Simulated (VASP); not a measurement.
Set up this calculation in VASP 6.6.1, as the native input.

```
Task                   : single point
Functional             : LDA
Potentials or basis    : VASP PAW LDA potentials, release 64 (Ba_sv, S)
Cutoff                 : 520 eV
k mesh                 : 8 × 8 × 8
Occupations            : gaussian, width 0.05 eV
Spin                   : no spin polarisation
Dipole correction      : no
Further INCAR settings : ALGO = Normal; EDIFF = 1e-06; NBANDS = 15
```

The structure of BaS lies in POSCAR:

```
BaS
1.0
    0.0000000000      3.1937500000      3.1937500000
    3.1937500000      0.0000000000      3.1937500000
    3.1937500000      3.1937500000      0.0000000000
Ba S
1 1
Direct
    0.0000000000      0.0000000000      0.0000000000
    0.4584868817      0.5415131183      0.5000000000
```

This cell differs from its parent crystal: all S atoms moved +0.188 Å, as atom 2 along Cartesian [1 -1 0].

One way to write it, as run:

INCAR

```
SYSTEM = BaS
PREC = Accurate ; ENCUT = 520
EDIFF = 1E-6 ; ISMEAR = 0
SIGMA = 0.05 ; LREAL = .False.
LASPH = .True. ; NELM = 100
ALGO = Normal ; ISIF = 2
LWAVE = .False. ; LCHARG = .False.
NBANDS = 15
```

KPOINTS

```
Automatic mesh
0
Gamma
  8 8 8
  0 0 0
```

Potentials or basis: VASP PAW LDA potentials, release 64 (Ba_sv, S).

Command:

```bash
$ cat potpaw_LDA.64/Ba_sv/POTCAR potpaw_LDA.64/S/POTCAR > POTCAR
$ mpirun -np 1 vasp_std > vasp.out
```

Results of the run:

- Pressure: -1.5 GPa
- Largest force: 0.371 eV/Å
- Band gap on the k mesh: 2.04 eV (least direct gap 2.13 eV)

Caveat: the cell differs from its parent crystal (all S atoms moved +0.188 Å, as atom 2 along Cartesian [1 -1 0]); spin-orbit coupling is left out, which moves the levels of the heavy elements.

It took 120 s on 1 thread of Intel Xeon 8259CL, with other jobs on the host, peak memory 0.23 GiB.
